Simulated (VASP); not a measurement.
# BN (P6_3/mmc) in VASP: notebook

Runs on BN. Level: r2SCAN. Tasks: single point.

Everything below comes from runs of VASP 6.6.1. Logs are shortened: lines on timing, memory, paths and dates and some standing lists are left out, and cuts for length are marked.

**1. The cell of the first run**

It takes space group P6_3/mmc (No. 194, hexagonal). Conventional cell: a = 2.504 Å, b = 2.504 Å, c = 6.328 Å, α = 90.00°, β = 90.00°, γ = 120.00°. Within 1.9 Å of B (site symmetry -6m2) lie 3 N at 1.45 Å. Within 1.9 Å of N (site symmetry -6m2) lie 3 B at 1.45 Å.

**2. Single point, r2SCAN (strain +0.000 along x and y, -0.050 along z)**

Input file POSCAR:

```
BN
1.0
    2.5039917043      0.0000000000      0.0000000000
   -1.2519958522      2.1685204268      0.0000000000
    0.0000000000      0.0000000000      6.3281400000
B N
2 2
Direct
    0.3333333333      0.6666666667      0.2500000000
    0.6666666667      0.3333333333      0.7500000000
    0.3333333333      0.6666666667      0.7500000000
    0.6666666667      0.3333333333      0.2500000000
```

Input file INCAR.step1:

```
SYSTEM = BN
PREC     = Accurate       ! precision mode
ENCUT    = 520            ! plane-wave cutoff, eV
ISMEAR   = 0              ! smearing method
SIGMA    = 0.05           ! smearing width, eV
LREAL    = .False.        ! projectors in reciprocal space
LASPH    = .True.         ! aspherical terms in the spheres
NELM     = 100            ! most SCF steps
NBANDS   = 16             ! bands
GGA      = PE             ! functional
ALGO     = Normal         ! electronic algorithm
EDIFF    = 1E-4           ! SCF threshold, eV
LWAVE    = .True.         ! write WAVECAR
LCHARG   = .False.        ! write CHGCAR
```

Input file INCAR.step2:

```
SYSTEM = BN
PREC     = Accurate       ! precision mode
ENCUT    = 520            ! plane-wave cutoff, eV
EDIFF    = 1E-7           ! SCF threshold, eV
ISMEAR   = 0              ! smearing method
SIGMA    = 0.05           ! smearing width, eV
LREAL    = .False.        ! projectors in reciprocal space
LASPH    = .True.         ! aspherical terms in the spheres
NELM     = 100            ! most SCF steps
ALGO     = Normal         ! electronic algorithm
ISIF     = 2              ! what is computed and relaxed
LWAVE    = .False.        ! write WAVECAR
LCHARG   = .False.        ! write CHGCAR
METAGGA  = R2SCAN         ! meta-GGA
LMIXTAU  = .True.       
NBANDS   = 16             ! bands
ISTART   = 1
```

Input file KPOINTS:

```
regular mesh
0
Gamma
  12 12 4
  0 0 0
```

Potentials or basis: VASP PAW PBE potentials, release 64 (B, N).

Started as:

```bash
> cat potpaw_PBE.64/B/POTCAR potpaw_PBE.64/N/POTCAR > POTCAR
> cp INCAR.step1 INCAR
> mpirun -np 1 vasp_std > vasp.out
> cp INCAR.step2 INCAR
> mpirun -np 1 vasp_std > vasp.out
```

OUTCAR:

```text
SYSTEM = BN
   PREC = Accurate
   ENCUT = 520
   EDIFF = 1E-7
   ISMEAR = 0
   LREAL = .False.
   LASPH = .True.
   NELM = 100
   ISIF = 2
   METAGGA = R2SCAN
   ISTART = 1

 ion  position               nearest neighbor table
   1  0.333  0.667  0.250-   4 1.45   4 1.45   4 1.45
   2  0.667  0.333  0.750-   3 1.45   3 1.45   3 1.45
   3  0.333  0.667  0.750-   2 1.45   2 1.45   2 1.45
   4  0.667  0.333  0.250-   1 1.45   1 1.45   1 1.45

  LATTYP: Found a hexagonal cell.
 ALAT       =     2.5039917043
 C/A-ratio  =     2.5272208327

  Lattice vectors:

 A1 = (   2.5039917043,   0.0000000000,   0.0000000000)
 A2 = (  -1.2519958522,   2.1685204268,   0.0000000000)
 A3 = (   0.0000000000,   0.0000000000,   6.3281400000)

Analysis of symmetry for initial positions (statically):
=====================================================================
 Subroutine PRICEL returns:
 Original cell was already a primitive cell.

 Routine SETGRP: Setting up the symmetry group for a
 hexagonal supercell.

 Subroutine GETGRP returns: Found 24 space group operations
 (whereof 12 operations were pure point group operations)
 out of a pool of 24 trial point group operations.

The static configuration has the point symmetry D_3d.
 The point group associated with its full space group is D_6h.

Analysis of symmetry for dynamics (positions and initial velocities):
=====================================================================
 Subroutine PRICEL returns:
 Original cell was already a primitive cell.

 Routine SETGRP: Setting up the symmetry group for a
 hexagonal supercell.

 Subroutine GETGRP returns: Found 24 space group operations
 (whereof 12 operations were pure point group operations)
 out of a pool of 24 trial point group operations.

The dynamic configuration has the point symmetry D_3d.
 The point group associated with its full space group is D_6h.

 Subroutine INISYM returns: Found 24 space group operations
 (whereof 12 operations are pure point group operations),
 and found     1 'primitive' translations

----------------------------------------------------------------------------------------

                                     Primitive cell

  volume of cell :      34.3615

  direct lattice vectors                    reciprocal lattice vectors
     2.503991704  0.000000000  0.000000000     0.399362345  0.230571958  0.000000000
    -1.251995852  2.168520427  0.000000000     0.000000000  0.461143915  0.000000000
     0.000000000  0.000000000  6.328140000     0.000000000  0.000000000  0.158024317

  length of vectors
     2.503991704  2.503991704  6.328140000     0.461143915  0.461143915  0.158024317

  position of ions in fractional coordinates (direct lattice)
     0.333333333  0.666666667  0.250000000
     0.666666667  0.333333333  0.750000000
     0.333333333  0.666666667  0.750000000
     0.666666667  0.333333333  0.250000000

  ion indices of the primitive-cell ions
   primitive index   ion index
                 1           1
                 2           2
                 3           3
                 4           4

----------------------------------------------------------------------------------------

 KPOINTS: regular mesh

Automatic generation of k-mesh.
 Grid dimensions read from file:
 generate k-points for:   12   12    4

 Generating k-lattice:

  Cartesian coordinates                     Fractional coordinates (reciprocal lattice)
     0.033280195  0.019214330  0.000000000     0.083333333 -0.000000000  0.000000000
     0.000000000  0.038428660  0.000000000     0.000000000  0.083333333  0.000000000
     0.000000000  0.000000000  0.039506079     0.000000000  0.000000000  0.250000000

  Length of vectors
     0.038428660  0.038428660  0.039506079

  Shift w.r.t. Gamma in fractional coordinates (k-lattice)
     0.000000000  0.000000000  0.000000000

 Subroutine IBZKPT returns following result:
 ===========================================

 Found     57 irreducible k-points:

 Following reciprocal coordinates:
            Coordinates               Weight
  0.000000  0.000000  0.000000      1.000000
  0.083333  0.000000  0.000000      6.000000
  0.166667  0.000000  0.000000      6.000000
  0.250000  0.000000  0.000000      6.000000
  0.333333  0.000000  0.000000      6.000000
  0.416667 -0.000000  0.000000      6.000000
[... 16 lines left out ...]
  0.250000  0.000000  0.250000     12.000000
  0.333333  0.000000  0.250000     12.000000
 [... further k-points ...]
   k-points           NKPTS =     57   k-points in BZ     NKDIM =     57   number of bands    NBANDS=     16
   number of dos      NEDOS =    301   number of ions     NIONS =      4
   total plane-waves  NPLWV =  19200
   dimension x,y,z NGX =    20 NGY =   20 NGZ =   48
   dimension x,y,z NGXF=    40 NGYF=   40 NGZF=   96
   ions per type =               2   2
   NGX,Y,Z   is equivalent  to a cutoff of  13.28, 13.28, 12.61 a.u.
   NGXF,Y,Z  is equivalent  to a cutoff of  26.56, 26.56, 25.22 a.u.
 SYSTEM =  BN
   PREC   = accura    normal or accurate (medium, high low for compatibility)
   ISTART =      1    job   : 0-new  1-cont  2-samecut
   ICHARG =      0    charge: 1-file 2-atom 10-const
   ISPIN  =      1    spin polarized calculation?
   LNONCOLLINEAR =      F non collinear calculations
   LSORBIT =      F    spin-orbit coupling
   LASPH  =      T    aspherical Exc in radial PAW
   ENCUT  =  520.0 eV  38.22 Ry    6.18 a.u.   4.66  4.66 11.77*2*pi/ulx,y,z
   NELM   =    100;   NELMIN=  2; NELMDL=  0     # of ELM steps
   EDIFF  = 0.1E-06   stopping-criterion for ELM
   LREAL  =      F    real-space projection
   EDIFFG = 0.1E-05   stopping-criterion for IOM
   NSW    =      0    number of steps for IOM
   IBRION =     -1    ionic relax: 0-MD 1-quasi-New 2-CG
   NFREE  =      0    steps in history (QN), initial steepest desc. (CG)
   ISIF   =      2    stress and relaxation
   ISYM   =      2    0-nonsym 1-usesym 2-fastsym
   POTIM  = 0.5000    time-step for ionic-motion
   TEBEG  =    0.0;   TEEND  =   0.0 temperature during run
   PSTRESS=    0.0 pullay stress
   NELECT =      16.0000    total number of electrons
   NUPDOWN=      -1.0000    fix difference up-down
   EMIN   =  10.00;   EMAX   =-10.00  energy-range for DOS
   EFERMI =   0.00;   METHOD = LEGACY
   ISMEAR =     0;   SIGMA  =   0.05  broadening in eV -4-tet -1-fermi 0-gaus
   EFERMI_NEDOS =   21; number of points for ismear=-14 and -15
   IALGO  =     38    algorithm
   IMIX   =      4    mixing-type and parameters
     AMIX     =   0.40;   BMIX     =  1.00
     AMIX_MAG =   1.60;   BMIX_MAG =  1.00
  volume/ion in A,a.u.               =       8.59        57.97
  Fermi-wavevector in a.u.,A,eV,Ry     =   1.268890  2.397855 21.906496  1.610082
  Thomas-Fermi vector in A             =   2.401961
   LORBIT       =      0    0 simple, 1 ext, 2 COOP (PROOUT), +10 PAW based schemes
   METAGGA = R2SCAN    functional components
   LHFCALC =     F    Hartree Fock is set to
   AEXX    =    0.0000 exact exchange contribution
   IVDW    =     0    specifies the selected vdW correction
   LEPSILON=     F    determine dielectric tensor
   LRPA    =     F    only Hartree local field effects (RPA)
 non-spin polarized calculation
 Gauss-broadening in eV      SIGMA  =   0.05
  energy-cutoff  :      520.00
  volume of cell :       34.36
 maximum number of plane-waves:       942
 NGX is ok and might be reduce to    20
   NGX =  9   NGY =  9   NGZ = 23

 number of electron      15.9999997 magnetization

 Free energy of the ion-electron system (eV)
  ---------------------------------------------------
  ext. energy  EPLUGINS =         0.00000000
  ---------------------------------------------------
  free energy    TOTEN  =       -38.57281477 eV

  energy without entropy =      -38.57281477  energy(sigma->0) =      -38.57281477

 E-fermi :   2.6870     XC(G=0): -11.0627

 val. band max:        2.4652535724   @ k =   0.3333   0.2500   0.0000
 cond. band min:       7.2402067184   @ k =   0.5000   0.0000   0.0000
 fundamental gap:      4.7749531459
 Fermi energy:         2.6870411743

 k-point     1 :       0.0000    0.0000    0.0000
  band No.  band energies     occupation
      1     -16.4359      2.00000
      2     -16.0199      2.00000
      3      -4.1824      2.00000
      4      -1.4446      2.00000
      5       1.0585      2.00000
      6       1.0585      2.00000
[... 8 lines left out ...]
     15      15.7174      0.00000
     16      16.7649      0.00000

 k-point     2 :       0.0833    0.0000    0.0000
  band No.  band energies     occupation
      1     -16.2936      2.00000
      2     -15.8835      2.00000
      3      -3.9878      2.00000
      4      -1.2730      2.00000
      5       0.4691      2.00000
      6       0.5307      2.00000
[... 8 lines left out ...]
     15      16.1769      0.00000
     16      16.2140      0.00000

 k-point     3 :       0.1667    0.0000    0.0000
  band No.  band energies     occupation
      1     -15.8744      2.00000
      2     -15.4829      2.00000
      3      -3.4109      2.00000
      4      -1.0242      2.00000
      5      -0.9484      2.00000
      6      -0.7701      2.00000
[... 8 lines left out ...]
     15      17.1880      0.00000
     16      17.4035      0.00000

 k-point     4 :       0.2500    0.0000    0.0000
  band No.  band energies     occupation
      1     -15.2070      2.00000
      2     -14.8491      2.00000
      3      -2.9157      2.00000
      4      -2.8101      2.00000
      5      -2.4777      2.00000
      6      -0.6455      2.00000
[... 8 lines left out ...]
     15      19.4223      0.00000
     16      19.5933      0.00000

 k-point     5 :       0.3333    0.0000    0.0000
  band No.  band energies     occupation
      1     -14.3630      2.00000
      2     -14.0608      2.00000
      3      -4.7890      2.00000
      4      -4.6581      2.00000
      5      -1.3045      2.00000
      6      -1.2554      2.00000
[... 8 lines left out ...]
     15      19.2462      0.00000
     16      22.1215      0.00000

 k-point     6 :       0.4167   -0.0000    0.0000
  band No.  band energies     occupation
      1     -13.5221      2.00000
      2     -13.3143      2.00000
      3      -6.2637      2.00000
      4      -6.1369      2.00000
      5      -1.7366      2.00000
      6      -1.6315      2.00000
[... 8 lines left out ...]
     15      18.9003      0.00000
     16      23.5319      0.00000
[... 267 lines left out ...]
 k-point    21 :       0.0833    0.0000    0.2500
  band No.  band energies     occupation
      1     -16.2375      2.00000
      2     -15.9479      2.00000
      3      -3.6619      2.00000
      4      -1.7775      2.00000
      5       0.4802      2.00000
      6       0.5266      2.00000
[... 8 lines left out ...]
     15      16.2017      0.00000
     16      16.2436      0.00000

 k-point    22 :       0.1667    0.0000    0.2500
  band No.  band energies     occupation
      1     -15.8206      2.00000
      2     -15.5441      2.00000
      3      -3.0969      2.00000
      4      -1.3112      2.00000
      5      -1.0035      2.00000
      6      -0.8990      2.00000
[... 8 lines left out ...]
     15      17.0345      0.00000
     16      17.1603      0.00000

 k-point    23 :       0.2500    0.0000    0.2500
  band No.  band energies     occupation
      1     -15.1576      2.00000
      2     -14.9048      2.00000
      3      -2.9268      2.00000
      4      -2.8363      2.00000
      5      -2.1419      2.00000
      6      -0.6321      2.00000
[... 8 lines left out ...]
     15      19.4440      0.00000
     16      19.5649      0.00000

 k-point    24 :       0.3333    0.0000    0.2500
  band No.  band energies     occupation
      1     -14.3208      2.00000
      2     -14.1072      2.00000
      3      -4.7767      2.00000
      4      -4.6830      2.00000
      5      -1.2898      2.00000
      6      -1.2187      2.00000
[... 8 lines left out ...]
     15      20.5520      0.00000
     16      22.1476      0.00000

 [... further k-points ...]
[... 5 lines left out ...]
  --------------------------------------------------------------------------------------
  -------------------------------------------------------------------------------------
  Total       -0.1256179     -0.1256179      0.5725143      0.0000000     -0.0000000      0.0000000
  in kB       -5.8571962     -5.8571962     26.6946648      0.0000000     -0.0000000      0.0000000
  external PRESSURE =       4.9934241 kB  Pullay stress =       0.0000000 kB

 VOLUME and BASIS-vectors are now :
 -----------------------------------------------------------------------------
  energy-cutoff  :      520.00
  volume of cell :       34.36
      direct lattice vectors                 reciprocal lattice vectors
     2.503991704  0.000000000  0.000000000     0.399362345  0.230571958  0.000000000
    -1.251995852  2.168520427  0.000000000     0.000000000  0.461143915  0.000000000
     0.000000000  0.000000000  6.328140000     0.000000000  0.000000000  0.158024317

 POSITION                                       TOTAL-FORCE (eV/Angst)
 -----------------------------------------------------------------------------------
     -0.00000      1.44568      1.58204         0.000000      0.000000      0.000000
      1.25200      0.72284      4.74611        -0.000000      0.000000      0.000000
     -0.00000      1.44568      4.74611         0.000000     -0.000000      0.000000
      1.25200      0.72284      1.58204        -0.000000      0.000000      0.000000
 -----------------------------------------------------------------------------------
    total drift:                                0.000000     -0.000000      0.000000

  FREE ENERGIE OF THE ION-ELECTRON SYSTEM (eV)
  ---------------------------------------------------
  free  energy   TOTEN  =       -38.5728147720 eV

  energy  without entropy=      -38.5728147720  energy(sigma->0) =      -38.57281477
```

Run time: 77 s. Hardware: 1 thread of Intel Xeon Platinum 8488C (Sapphire Rapids), shared host; peak memory 0.16 GiB.

What came out:

```yaml
Free_energy: -38.5728 eV
Pressure: 0.5 GPa
Band_gap_on_the_k_mesh: 4.77 eV, indirect (least direct gap 5.14 eV)
```

Stress tensor (GPa, compression positive):
```
-0.59  0.00  0.00
 0.00 -0.59  0.00
 0.00  0.00  2.67
```

Caveat: the cell differs from its parent crystal (strain +0.000 along x and y, -0.050 along z); the PAW data sets were made with another functional, which shifts forces and pressure a little. A k mesh can miss the band edges.

(Continued in part 2 of 2.)
